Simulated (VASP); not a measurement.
Set up this calculation in VASP 6.6.1, as the native input.

```yaml
Task: single point
Functional: r2SCAN
Potentials_or_basis: VASP PAW PBE potentials, release 64 (Fe, Ge_d)
Cutoff: 520 eV
k_mesh: 3 × 3 × 3
Occupations: gaussian, width 0.05 eV
Spin: collinear spin, ferromagnetic start
Starting_moments: "[4.0, 0.0] μB"
Dipole_correction: no
Further_INCAR_settings: ALGO = Normal; EDIFF = 1e-07; NBANDS = 22
```

Crystal: FeGe.

```
CELL_PARAMETERS angstrom
3.01617 0.00000 0.00000
0.00000 3.01617 0.00000
0.00000 0.00000 3.01617
ATOMIC_POSITIONS crystal
Fe 0.00000 0.00000 0.00000
Ge 0.46334 0.45075 0.45353
```

The input as run:

POSCAR

```
FeGe
1.0
    3.0161735380      0.0000000000      0.0000000000
    0.0000000000      3.0161735380      0.0000000000
    0.0000000000      0.0000000000      3.0161735380
Fe Ge
1 1
Direct
    0.0000000000      0.0000000000      0.0000000000
    0.4633440200      0.4507515000      0.4535288900
```

INCAR.step1

```
SYSTEM = FeGe
PREC = Accurate
ENCUT = 520
ISMEAR = 0
SIGMA = 0.05
LREAL = .FALSE.
LASPH = .TRUE.
NELM = 150
ISPIN = 2
MAGMOM = 4 0
LMAXMIX = 4
NBANDS = 22
GGA = PE
ALGO = Normal
EDIFF = 1E-4
LWAVE = .TRUE.
LCHARG = .FALSE.
```

INCAR.step2

```
SYSTEM = FeGe
PREC = Accurate
ENCUT = 520
EDIFF = 1E-7
ISMEAR = 0
SIGMA = 0.05
LREAL = .FALSE.
LASPH = .TRUE.
NELM = 150
ALGO = Normal
ISIF = 2
LWAVE = .FALSE.
LCHARG = .FALSE.
ISPIN = 2
MAGMOM = 4 0
LORBIT = 11
LMAXMIX = 4
METAGGA = R2SCAN
LMIXTAU = .TRUE.
NBANDS = 22
ISTART = 1
```

KPOINTS

```
Automatic mesh
0
G
  3 3 3
  0 0 0
```

Potentials or basis: VASP PAW PBE potentials, release 64 (Fe, Ge_d).

Launch:

```sh
$ cat potpaw_PBE.64/Fe/POTCAR potpaw_PBE.64/Ge_d/POTCAR > POTCAR
$ cp INCAR.step1 INCAR
$ mpirun -np 1 vasp_std > vasp.out
$ cp INCAR.step2 INCAR
$ mpirun -np 1 vasp_std > vasp.out
```

It gave:

The pressure is -4.8 GPa and the largest force is 0.944 eV/Å. The net moment is 1.93 μB per cell. The site moments are Fe +1.97; Ge -0.01 μB. The valence electrons inside the program's atomic spheres are Fe 7.13; Ge 12.42.

Caveat: the k points lie up to 0.69 Å⁻¹ apart; the PAW data sets were made with another functional, which shifts forces and pressure a little.

Wall time 69 s on 1 thread of Intel(R) Xeon(R) 6975P-C (Granite Rapids), on a shared host, peak memory 0.16 GiB.
